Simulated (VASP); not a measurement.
# MnO2 (P-3m1) in VASP: a series of runs

The runs below take MnO2 through single point, with LDA.

All numbers are computed with VASP 6.6.1; they aren't measurements. Logs are shortened: lines on timing, memory, paths and dates and some standing lists are left out, and cuts for length are marked.

### Step 1. The cell of the first run

The structure is trigonal, space group P-3m1 (No. 164). Conventional cell: a = 3.036 Å, b = 3.036 Å, c = 4.890 Å, α = 90.00°, β = 90.00°, γ = 120.00°. Within 2.7 Å of Mn (site symmetry -3m) lie 6 O at 2.02 Å. O (site symmetry 3m) has 3 Mn at 2.02 Å and 3 O at 2.67 Å within 2.7 Å.

### Step 2. Single point, LDA (13.01 Å³/atom)

The input, INCAR:

```
ALGO = Normal
EDIFF = 1E-6
ENCUT = 520
GGA = CA
ISIF = 2
ISMEAR = -1
LASPH = True
LCHARG = False
LREAL = False
LWAVE = False
NBANDS = 20
NELM = 80
PREC = Accurate
SIGMA = 0.03
```

The input, KPOINTS:

```
k-points
0
Gamma
  11 11 6
```

The input, POSCAR:

```
MnO2
1.0
    3.0355672820      0.0000000000      0.0000000000
   -1.5177836410      2.6288783811      0.0000000000
    0.0000000000      0.0000000000      4.8896895737
Mn O
1 2
Direct
    0.0000000000      0.0000000000      0.5000000000
    0.6666666667      0.3333333333      0.2937074300
    0.3333333333      0.6666666667      0.7062925700
```

Potentials or basis: VASP PAW LDA potentials, release 64 (Mn_pv, O).

Launch:

```bash
$ cat potpaw_LDA.64/Mn_pv/POTCAR potpaw_LDA.64/O/POTCAR > POTCAR
$ mpirun -np 1 vasp_std > vasp.out
```

OUTCAR:

```text
EDIFF = 1E-6
   ENCUT = 520
   GGA = CA
   ISIF = 2
   ISMEAR = -1
   LASPH = True
   LREAL = False
   NELM = 80
   PREC = Accurate

 ion  position               nearest neighbor table
   1  0.000  0.000  0.500-   2 2.02   3 2.02   3 2.02   2 2.02   2 2.02   3 2.02
   2  0.667  0.333  0.294-   1 2.02   1 2.02   1 2.02
   3  0.333  0.667  0.706-   1 2.02   1 2.02   1 2.02

  LATTYP: Found a hexagonal cell.
 ALAT       =     3.0355672820
 C/A-ratio  =     1.6107992739

  Lattice vectors:

 A1 = (   3.0355672820,   0.0000000000,   0.0000000000)
 A2 = (  -1.5177836410,   2.6288783811,   0.0000000000)
 A3 = (   0.0000000000,   0.0000000000,   4.8896895737)

Analysis of symmetry for initial positions (statically):
=====================================================================
 Subroutine PRICEL returns:
 Original cell was already a primitive cell.

 Routine SETGRP: Setting up the symmetry group for a
 hexagonal supercell.

 Subroutine GETGRP returns: Found 12 space group operations
 (whereof 12 operations were pure point group operations)
 out of a pool of 24 trial point group operations.

The static configuration has the point symmetry D_3d.

Analysis of symmetry for dynamics (positions and initial velocities):
=====================================================================
 Subroutine PRICEL returns:
 Original cell was already a primitive cell.

 Routine SETGRP: Setting up the symmetry group for a
 hexagonal supercell.

 Subroutine GETGRP returns: Found 12 space group operations
 (whereof 12 operations were pure point group operations)
 out of a pool of 24 trial point group operations.

The dynamic configuration has the point symmetry D_3d.

 Subroutine INISYM returns: Found 12 space group operations
 (whereof 12 operations are pure point group operations),
 and found     1 'primitive' translations

----------------------------------------------------------------------------------------

                                     Primitive cell

  volume of cell :      39.0204

  direct lattice vectors                    reciprocal lattice vectors
     3.035567282  0.000000000  0.000000000     0.329427717  0.190195181  0.000000000
    -1.517783641  2.628878381  0.000000000     0.000000000  0.380390362  0.000000000
     0.000000000  0.000000000  4.889689574     0.000000000  0.000000000  0.204511960

  length of vectors
     3.035567282  3.035567282  4.889689574     0.380390362  0.380390362  0.204511960

  position of ions in fractional coordinates (direct lattice)
     0.000000000  0.000000000  0.500000000
     0.666666667  0.333333333  0.293707430
     0.333333333  0.666666667  0.706292570

  ion indices of the primitive-cell ions
   primitive index   ion index
                 1           1
                 2           2
                 3           3

----------------------------------------------------------------------------------------

 KPOINTS: k-points

Automatic generation of k-mesh.
 Grid dimensions read from file:
 generate k-points for:   11   11    6

 Generating k-lattice:

  Cartesian coordinates                     Fractional coordinates (reciprocal lattice)
     0.029947974  0.017290471  0.000000000     0.090909091  0.000000000  0.000000000
     0.000000000  0.034580942  0.000000000     0.000000000  0.090909091  0.000000000
     0.000000000  0.000000000  0.034085327     0.000000000  0.000000000  0.166666667

  Length of vectors
     0.034580942  0.034580942  0.034085327

  Shift w.r.t. Gamma in fractional coordinates (k-lattice)
     0.000000000  0.000000000  0.000000000

 Subroutine IBZKPT returns following result:
 ===========================================

 Found     84 irreducible k-points:

 Following reciprocal coordinates:
            Coordinates               Weight
  0.000000  0.000000  0.000000      1.000000
  0.090909  0.000000  0.000000      6.000000
  0.181818  0.000000  0.000000      6.000000
  0.272727  0.000000  0.000000      6.000000
  0.363636  0.000000  0.000000      6.000000
  0.454545  0.000000  0.000000      6.000000
[... 16 lines left out ...]
  0.000000  0.272727  0.166667      6.000000
  0.363636  0.000000  0.166667      6.000000
 [... further k-points ...]
   k-points           NKPTS =     84   k-points in BZ     NKDIM =     84   number of bands    NBANDS=     20
   number of dos      NEDOS =    301   number of ions     NIONS =      3
   total plane-waves  NPLWV =  20736
   dimension x,y,z NGX =    24 NGY =   24 NGZ =   36
   dimension x,y,z NGXF=    48 NGYF=   48 NGZF=   72
   ions per type =               1   2
   NGX,Y,Z   is equivalent  to a cutoff of  13.14, 13.14, 12.24 a.u.
   NGXF,Y,Z  is equivalent  to a cutoff of  26.29, 26.29, 24.48 a.u.
 SYSTEM =  unknown system
   PREC   = accura    normal or accurate (medium, high low for compatibility)
   ISTART =      0    job   : 0-new  1-cont  2-samecut
   ICHARG =      2    charge: 1-file 2-atom 10-const
   ISPIN  =      1    spin polarized calculation?
   LNONCOLLINEAR =      F non collinear calculations
   LSORBIT =      F    spin-orbit coupling
   LASPH  =      T    aspherical Exc in radial PAW
   ENCUT  =  520.0 eV  38.22 Ry    6.18 a.u.   5.64  5.64  9.09*2*pi/ulx,y,z
   NELM   =     80;   NELMIN=  2; NELMDL= -5     # of ELM steps
   EDIFF  = 0.1E-05   stopping-criterion for ELM
   LREAL  =      F    real-space projection
   EDIFFG = 0.1E-04   stopping-criterion for IOM
   NSW    =      0    number of steps for IOM
   IBRION =     -1    ionic relax: 0-MD 1-quasi-New 2-CG
   NFREE  =      0    steps in history (QN), initial steepest desc. (CG)
   ISIF   =      2    stress and relaxation
   ISYM   =      2    0-nonsym 1-usesym 2-fastsym
   POTIM  = 0.5000    time-step for ionic-motion
   TEBEG  =    0.0;   TEEND  =   0.0 temperature during run
   PSTRESS=    0.0 pullay stress
   NELECT =      25.0000    total number of electrons
   NUPDOWN=      -1.0000    fix difference up-down
   EMIN   =  10.00;   EMAX   =-10.00  energy-range for DOS
   EFERMI =   0.00;   METHOD = LEGACY
   ISMEAR =    -1;   SIGMA  =   0.03  broadening in eV -4-tet -1-fermi 0-gaus
   EFERMI_NEDOS =   21; number of points for ismear=-14 and -15
   IALGO  =     38    algorithm
   IMIX   =      4    mixing-type and parameters
     AMIX     =   0.40;   BMIX     =  1.00
     AMIX_MAG =   1.60;   BMIX_MAG =  1.00
  volume/ion in A,a.u.               =      13.01        87.77
  Fermi-wavevector in a.u.,A,eV,Ry     =   1.411316  2.667001 27.100262  1.991813
  Thomas-Fermi vector in A             =   2.533180
   LORBIT       =      0    0 simple, 1 ext, 2 COOP (PROOUT), +10 PAW based schemes
   GGA     = CA    functional components
   LHFCALC =     F    Hartree Fock is set to
   AEXX    =    0.0000 exact exchange contribution
   IVDW    =     0    specifies the selected vdW correction
   LEPSILON=     F    determine dielectric tensor
   LRPA    =     F    only Hartree local field effects (RPA)
 non-spin polarized calculation
  energy-cutoff  :      520.00
  volume of cell :       39.02
 maximum number of plane-waves:      1087
 NGX is ok and might be reduce to    24
   NGX = 11   NGY = 11   NGZ = 19

 number of electron      25.0000014 magnetization

 Free energy of the ion-electron system (eV)
  ---------------------------------------------------
  ext. energy  EPLUGINS =         0.00000000
  ---------------------------------------------------
  free energy    TOTEN  =       -24.16110395 eV

  energy without entropy =      -24.14230314  energy(sigma->0) =      -24.15170354

 E-fermi :   1.2726     XC(G=0): -10.5222

 val. band max:        1.2590073852   @ k =   0.2727   0.1818   0.3333
 cond. band min:       1.2742108534   @ k =   0.3636   0.1818   0.0000
 fundamental gap:      0.0152034682
 Fermi energy:         1.2725661582

 k-point     1 :       0.0000    0.0000    0.0000
  band No.  band energies     occupation
      1     -46.9643      2.00000
      2     -46.9643      2.00000
      3     -46.7970      2.00000
      4     -17.0355      2.00000
      5     -15.3900      2.00000
      6      -3.7050      2.00000
[... 12 lines left out ...]
     19      14.0633      0.00000
     20      19.0915      0.00000

 k-point     2 :       0.0909    0.0000    0.0000
  band No.  band energies     occupation
      1     -46.9711      2.00000
      2     -46.9659      2.00000
      3     -46.7959      2.00000
      4     -16.9587      2.00000
      5     -15.4044      2.00000
      6      -3.6023      2.00000
[... 12 lines left out ...]
     19      14.0971      0.00000
     20      18.1767      0.00000

 k-point     3 :       0.1818    0.0000    0.0000
  band No.  band energies     occupation
      1     -46.9893      2.00000
      2     -46.9701      2.00000
      3     -46.7930      2.00000
      4     -16.7452      2.00000
      5     -15.4459      2.00000
      6      -3.4115      2.00000
[... 12 lines left out ...]
     19      14.1921      0.00000
     20      16.5834      0.00000

 k-point     4 :       0.2727    0.0000    0.0000
  band No.  band energies     occupation
      1     -47.0130      2.00000
      2     -46.9755      2.00000
      3     -46.7891      2.00000
      4     -16.4440      2.00000
      5     -15.5089      2.00000
      6      -3.4919      2.00000
[... 12 lines left out ...]
     19      14.3200      0.00000
     20      15.1504      0.00000

 k-point     5 :       0.3636    0.0000    0.0000
  band No.  band energies     occupation
      1     -47.0348      2.00000
      2     -46.9806      2.00000
      3     -46.7856      2.00000
      4     -16.1287      2.00000
      5     -15.5900      2.00000
      6      -3.8474      2.00000
[... 12 lines left out ...]
     19      14.0570      0.00000
     20      14.7440      0.00000

 k-point     6 :       0.4545    0.0000    0.0000
  band No.  band energies     occupation
      1     -47.0476      2.00000
      2     -46.9836      2.00000
      3     -46.7835      2.00000
      4     -15.8711      2.00000
      5     -15.6999      2.00000
      6      -4.2032      2.00000
[... 12 lines left out ...]
     19      14.1751      0.00000
     20      15.3546      0.00000

 k-point     7 :       0.0909    0.0909    0.0000
  band No.  band energies     occupation
      1     -46.9832      2.00000
      2     -46.9692      2.00000
      3     -46.7939      2.00000
      4     -16.8134      2.00000
      5     -15.4324      2.00000
      6      -3.4094      2.00000
[... 12 lines left out ...]
     19      14.1629      0.00000
     20      17.0781      0.00000
[... 277 lines left out ...]
 k-point    20 :       0.1818    0.0000    0.1667
  band No.  band energies     occupation
      1     -46.9893      2.00000
      2     -46.9701      2.00000
      3     -46.7930      2.00000
      4     -16.7255      2.00000
      5     -15.4725      2.00000
      6      -3.4581      2.00000
[... 12 lines left out ...]
     19      14.3859      0.00000
     20      16.6960      0.00000

 k-point    21 :       0.0000    0.1818    0.1667
  band No.  band energies     occupation
      1     -46.9893      2.00000
      2     -46.9701      2.00000
      3     -46.7930      2.00000
      4     -16.7278      2.00000
      5     -15.4690      2.00000
      6      -3.5246      2.00000
[... 12 lines left out ...]
     19      14.3196      0.00000
     20      16.6585      0.00000

 k-point    22 :       0.2727    0.0000    0.1667
  band No.  band energies     occupation
      1     -47.0130      2.00000
      2     -46.9756      2.00000
      3     -46.7892      2.00000
      4     -16.4246      2.00000
      5     -15.5326      2.00000
      6      -3.5206      2.00000
[... 12 lines left out ...]
     19      14.8307      0.00000
     20      15.3179      0.00000

 k-point    23 :       0.0000    0.2727    0.1667
  band No.  band energies     occupation
      1     -47.0130      2.00000
      2     -46.9756      2.00000
      3     -46.7892      2.00000
      4     -16.4322      2.00000
      5     -15.5222      2.00000
      6      -3.6051      2.00000
[... 12 lines left out ...]
     19      14.5486      0.00000
     20      15.3025      0.00000

 k-point    24 :       0.3636    0.0000    0.1667
  band No.  band energies     occupation
      1     -47.0348      2.00000
      2     -46.9806      2.00000
      3     -46.7856      2.00000
      4     -16.1094      2.00000
      5     -15.6109      2.00000
      6      -3.8714      2.00000
[... 12 lines left out ...]
     19      14.0855      0.00000
     20      15.6121      0.00000

 [... further k-points ...]

------------------------ aborting loop because EDIFF is reached ----------------------------------------

  FORCE on cell =-STRESS in cart. coord.  units (eV):
  Direction    XX          YY          ZZ          XY          YZ          ZX
  --------------------------------------------------------------------------------------
  -------------------------------------------------------------------------------------
  Total      -10.5297556    -10.5297556     -5.8983751      0.0000000      0.0000000      0.0000000
  in kB     -432.3517574   -432.3517574   -242.1872764      0.0000000      0.0000000      0.0000000
  external PRESSURE =    -368.9635971 kB  Pullay stress =       0.0000000 kB

 VOLUME and BASIS-vectors are now :
 -----------------------------------------------------------------------------
  energy-cutoff  :      520.00
  volume of cell :       39.02
      direct lattice vectors                 reciprocal lattice vectors
     3.035567282  0.000000000  0.000000000     0.329427717  0.190195181  0.000000000
    -1.517783641  2.628878381  0.000000000     0.000000000  0.380390362  0.000000000
     0.000000000  0.000000000  4.889689574     0.000000000  0.000000000  0.204511960

 POSITION                                       TOTAL-FORCE (eV/Angst)
 -----------------------------------------------------------------------------------
      0.00000      0.00000      2.44484        -0.000000      0.000000      0.000000
      1.51778      0.87629      1.43614         0.000000      0.000000      2.708455
     -0.00000      1.75259      3.45355        -0.000000     -0.000000     -2.708455
 -----------------------------------------------------------------------------------
    total drift:                               -0.000000      0.000000      0.000000

  FREE ENERGIE OF THE ION-ELECTRON SYSTEM (eV)
  ---------------------------------------------------
  free  energy   TOTEN  =       -24.1611039463 eV

  energy  without entropy=      -24.1423031373  energy(sigma->0) =      -24.15170354
```

It took 50 s on 1 thread of AMD EPYC 7R13 (Zen 3), shared host; peak memory 0.15 GiB.

Results:

```
Free energy            : -24.1611 eV
Pressure               : -36.9 GPa
Largest force          : 2.708 eV/Å
Band gap on the k mesh : zero (an odd number of electrons rules out a gap without spin polarisation)
```

Forces in eV/Å, atoms in the order of the input:
```
Mn   0.000  0.000  0.000
O    0.000  0.000  2.708
O    0.000  0.000 -2.708
```

Stress tensor (GPa, compression positive):
```
-43.24   0.00   0.00
  0.00 -43.24   0.00
  0.00   0.00 -24.22
```

Levels at points of the mesh, in eV from the Fermi level:
| k point | band 11 | band 12 | band 13 | band 14 | band 15 | band 16 |
| --- | --- | --- | --- | --- | --- | --- |
| (0.00, 0.00, 0.00) | -1.15 | -0.62 | -0.62 | 0.65 | 2.60 | 2.60 |
| (0.00, 0.00, 0.50) | -1.48 | -0.63 | -0.63 | 0.75 | 2.63 | 2.63 |

Caveat: the cell stands under tension; an odd number of electrons without spin polarisation forces a metal; a magnetic or distorted state may lie lower; the run has no spin polarisation, though such a crystal can be magnetic; semilocal functionals often make such compounds metallic where correlation or magnetic order opens a gap, which also shifts bond lengths.

### Step 3. Single point, LDA, collinear spin, ferromagnetic start (7.59 Å³/atom)

This run uses another cell than the first one, of 7.59 Å³/atom.

The input, INCAR:

```
SYSTEM = MnO2
  PREC = Accurate
  ENCUT = 520
  EDIFF = 1E-6
  ISMEAR = -1
  SIGMA = 0.03
  LREAL = .FALSE.
  LASPH = .TRUE.
  NELM = 150
  ALGO = Normal
  ISIF = 2
  LWAVE = .FALSE.
  LCHARG = .TRUE.
  ISPIN = 2
  MAGMOM = 4 0 0
  LORBIT = 11
  LMAXMIX = 4
  GGA = CA
  LELF = .TRUE.
  LVHAR = .TRUE.
  NBANDS = 24
```

The input, KPOINTS:

```
regular mesh
0
G
  11 11 6
  0 0 0
```

The input, POSCAR:

```
MnO2
1.0
    2.5363671977      0.0000000000      0.0000000000
   -1.2681835988      2.1965584265      0.0000000000
    0.0000000000      0.0000000000      4.0855784404
Mn O
1 2
Direct
    0.0000000000      0.0000000000      0.5000000000
    0.6666666667      0.3333333333      0.2937074300
    0.3333333333      0.6666666667      0.7062925700
```

Potentials or basis: VASP PAW LDA potentials, release 64 (Mn_pv, O).

Launch:

```bash
$ cat potpaw_LDA.64/Mn_pv/POTCAR potpaw_LDA.64/O/POTCAR > POTCAR
$ mpirun -np 1 vasp_std > vasp.out
```

It took 78 s on 1 thread of AMD EPYC 7R13 (Zen 3), shared host; peak memory 0.15 GiB.

It converged, with:

| Property | Result |
| --- | --- |
| Free energy | -23.3238 eV |
| Pressure | 135.8 GPa |
| Largest force | 7.665 eV/Å |
| Net moment | 2.07 μB per cell |
| Site moments | Mn +1.78; O +0.12 μB |
| Valence electrons inside the program's atomic spheres | Mn 13.08; O 5.21 |

Forces in eV/Å, atoms in the order of the input:
```
Mn   0.000  0.000  0.000
O    0.000  0.000 -7.665
O    0.000  0.000  7.665
```

Stress tensor (GPa, compression positive):
```
157.11   0.00   0.00
  0.00 157.11   0.00
  0.00   0.00  93.24
```

Levels at points of the mesh, in eV from the Fermi level:
Spin up:
```csv
k point,band 9,band 10,band 11,band 12,band 13,band 14,band 15,band 16,band 17,band 18
"(0.00, 0.00, 0.00)",-2.90,-2.75,-2.75,-2.61,-2.61,0.52,4.50,4.50,9.15,11.67
"(0.00, 0.00, 0.50)",-5.11,-2.83,-2.83,-2.63,-2.63,1.16,4.61,4.61,10.84,13.19
```
Spin down:
```
           k point  band 9  band 10  band 11  band 12  band 13  band 14
(0.00, 0.00, 0.00)   -2.63    -2.48    -2.48    -0.83    -0.83     1.85
(0.00, 0.00, 0.50)   -4.89    -2.57    -2.57    -0.84    -0.84     2.40
```

Caveat: the cell stands under pressure; a cell with one magnetic atom can't hold antiferromagnetic order, which such compounds often take; semilocal functionals often make such compounds metallic where correlation or magnetic order opens a gap, which also shifts bond lengths; forces of over 1 eV/Å act on the atoms, so gaps and moduli don't describe the material at rest. With open d or f shells a metallic result of LDA can be an artefact of self-interaction; +U or a hybrid may open a gap.
